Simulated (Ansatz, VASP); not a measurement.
# Se in VASP and in Ansatz

INCAR

```
SYSTEM = Se
ALGO = Normal ; EDIFF = 1E-6
ENCUT = 520 ; GGA = PE
ISIF = 2 ; ISMEAR = 0
LASPH = .TRUE. ; LCHARG = .FALSE.
LREAL = .FALSE. ; LWAVE = .FALSE.
NBANDS = 13 ; NELM = 80
PREC = Accurate ; SIGMA = 0.1
```

File KPOINTS:

```
k-points
0
G
  6 6 6
  0 0 0
```

The input POSCAR:

```
Se
1.0
    0.0000000000      3.1255665700      3.1255665700
    3.1255665700      0.0000000000      3.1255665700
    3.1255665700      3.1255665700      0.0000000000
Se
2
Direct
    0.5000000000      0.5000000000      0.5000000000
    0.7180058006      0.7819941994      0.7819941994
```

Input for Ansatz:

```yaml
crystal:
  lattice:
    - [0.0, 3.12556657, 3.12556657]
    - [3.12556657, 0.0, 3.12556657]
    - [3.12556657, 3.12556657, 0.0]
  atoms:
    - { symbol: Se, position: [0.5, 0.5, 0.5] }
    - { symbol: Se, position: [0.7180058006, 0.7819941994, 0.7819941994] }
basis:
  ecutwfc: 420
kpoints:
  mp_grid: { grid: [6, 6, 6] }
hamiltonian:
  xc: pbe
scf:
  occupations: { method: gaussian, width: 0.1 }
output:
  forces: true
  stress: true
  eigenvalues: true
  dos: {}
```

Alike in both runs: task single point; functional PBE; k mesh 6 × 6 × 6; occupations gaussian, width 0.1 eV; no spin polarisation.

```csv
,VASP,Ansatz
version,VASP 6.6.1,Ansatz 0.2.0
potentials or method,"VASP PAW PBE potentials, release 64 (Se), cutoff 520 eV","scalar-relativistic, plane waves, PAW"
valence electrons in the cell,12,32
```

|  | VASP | Ansatz | Ansatz less VASP |
| --- | --- | --- | --- |
| gap on the k mesh at the Fermi level (eV) | none | none | - |
| pressure (GPa) | 1.5 | 1.5 | -0.03 |
| traceless stress, the component that is largest in VASP (GPa) | 4.21 | 4.21 | +0.002 |
| rms of the force components (eV/Å) | 0.712 | 0.711 | -0.0010 |

Atom by atom the forces differ by 0.001 eV/Å (rms over components). A gap of «none» marks a metal or a gap that the smearing closes. VASP's potentials hold 12 valence electrons a cell and Ansatz's 32, so a difference there can come from the potentials and not from the codes.
